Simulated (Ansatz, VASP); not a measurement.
## SnO2 in VASP and in Ansatz

INCAR

```
SYSTEM = SnO2
  ALGO = Normal
  EDIFF = 1E-6
  ENCUT = 520
  ISIF = 2
  ISMEAR = 0
  LASPH = .True.
  LCHARG = .False.
  LREAL = .False.
  LWAVE = .False.
  NBANDS = 35
  NELM = 80
  PREC = Accurate
  SIGMA = 0.05
```

The input KPOINTS:

```
k-points
0
Gamma
  10 10 10
  0 0 0
```

The input POSCAR:

```
SnO2
1.0
   -1.9861130355      1.9861130355      5.1410694705
    1.9861130355     -1.9861130355      5.1410694705
    1.9861130355      1.9861130355     -5.1410694705
Sn O
2 4
Direct
    0.7500000000      0.2500000000      0.5000000000
    0.0000000000      0.0000000000      0.0000000000
    0.7969975836      0.7969975836      0.0000000000
    0.9530024164      0.4530024164      0.5000000000
    0.2030024164      0.2030024164      0.0000000000
    0.5469975836      0.0469975836      0.5000000000
```

Input for Ansatz:

```yaml
crystal:
  lattice:
    - [-1.9861130355, 1.9861130355, 5.1410694705]
    - [1.9861130355, -1.9861130355, 5.1410694705]
    - [1.9861130355, 1.9861130355, -5.1410694705]
  atoms:
    - { symbol: Sn, position: [0.75, 0.25, 0.5] }
    - { symbol: Sn, position: [0.0, 0.0, 0.0] }
    - { symbol: O, position: [0.7969975836, 0.7969975836, 0.0] }
    - { symbol: O, position: [0.9530024164, 0.4530024164, 0.5] }
    - { symbol: O, position: [0.2030024164, 0.2030024164, 0.0] }
    - { symbol: O, position: [0.5469975836, 0.0469975836, 0.5] }
basis:
  ecutwfc: 420
kpoints:
  mp_grid: { grid: [10, 10, 10] }
hamiltonian:
  xc: lda
scf:
  occupations: { method: gaussian, width: 0.05 }
output:
  forces: true
  stress: true
  eigenvalues: true
```

Change from the starting cell: strain +0.0100 x Voigt [0, 0, 1, 0, 0, 0], atoms carried along.

Alike in both runs: task single point; functional LDA; k mesh 10 × 10 × 10; occupations gaussian, width 0.05 eV; no spin polarisation.

```csv
,VASP,Ansatz
version,VASP 6.6.1,Ansatz 0.2.0
potentials or method,"VASP PAW LDA potentials, release 64 (Sn_d, O), cutoff 520 eV","scalar-relativistic, plane waves, PAW"
valence electrons in the cell,52,52
```

|  | VASP | Ansatz | Ansatz less VASP |
| --- | --- | --- | --- |
| gap on the k mesh at the Fermi level (eV) | 1.62 | 1.59 | -0.031 |
| least direct gap on the mesh (eV) | 2.00 | 1.97 | -0.032 |
| pressure (GPa) | -1.2 | -2.0 | -0.89 |
| traceless stress, the component that is largest in VASP (GPa) | -1.41 | -1.59 | -0.177 |
| rms of the force components (eV/Å) | 0.066 | 0.081 | +0.0151 |

LDA's correlation is that of Perdew and Zunger in VASP and of Perdew and Wang (1992) in Ansatz. Atom by atom the forces differ by 0.015 eV/Å (rms over components).
